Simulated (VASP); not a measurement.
Wanted: the native input for a VASP 6.6.1 run.

```
Task                   : single point
Functional             : PBE
Potentials or basis    : VASP PAW PBE potentials, release 64 (P, C)
Cutoff                 : 520 eV
k mesh                 : 6 × 6 × 6
Occupations            : gaussian, width 0.1 eV
Spin                   : no spin polarisation
Dipole correction      : no
Further INCAR settings : ALGO = Normal; EDIFF = 1e-06; NBANDS = 18
```

The structure of PC4 lies in POSCAR:

```
PC4
1.0
   -2.9553321000      2.9553321000      1.8348577500
    2.9553321000     -2.9553321000      1.8348577500
    2.9553321000      2.9553321000     -1.8348577500
P C
1 4
Direct
    0.0000000000      0.0000000000      0.0000000000
    0.6034164200      0.2047435300      0.8081599500
    0.3965835800      0.7952564700      0.1918400500
    0.2047435300      0.3965835800      0.6013271100
    0.7952564700      0.6034164200      0.3986728900
```

The cell was generated, and may not be a known phase.

These files were run (other wordings do the same):

INCAR

```
SYSTEM = PC4
PREC = Accurate
ENCUT = 520
EDIFF = 1E-6
ISMEAR = 0
SIGMA = 0.1
LREAL = .False.
LASPH = .True.
NELM = 100
ALGO = Normal
ISIF = 2
LWAVE = .False.
LCHARG = .False.
GGA = PE
NBANDS = 18
```

KPOINTS

```
Automatic mesh
0
Gamma
  6 6 6
  0 0 0
```

Potentials or basis: VASP PAW PBE potentials, release 64 (P, C).

Launch:

```bash
$ cat potpaw_PBE.64/P/POTCAR potpaw_PBE.64/C/POTCAR > POTCAR
$ mpirun -np 1 vasp_std > vasp.out
```

Results of the run:

```json
{
  "Pressure": "-25.6 GPa",
  "Largest force": "0.333 eV/Å",
  "Band gap on the k mesh": "zero (an odd number of electrons rules out a gap without spin polarisation)"
}
```

Caveat: the cell stands under tension; an odd number of electrons without spin polarisation forces a metal; a magnetic or distorted state may lie lower.

It took 38 s on 1 thread of Intel(R) Xeon(R) Platinum 8488C (Sapphire Rapids), on a shared host, peak memory 0.21 GiB.
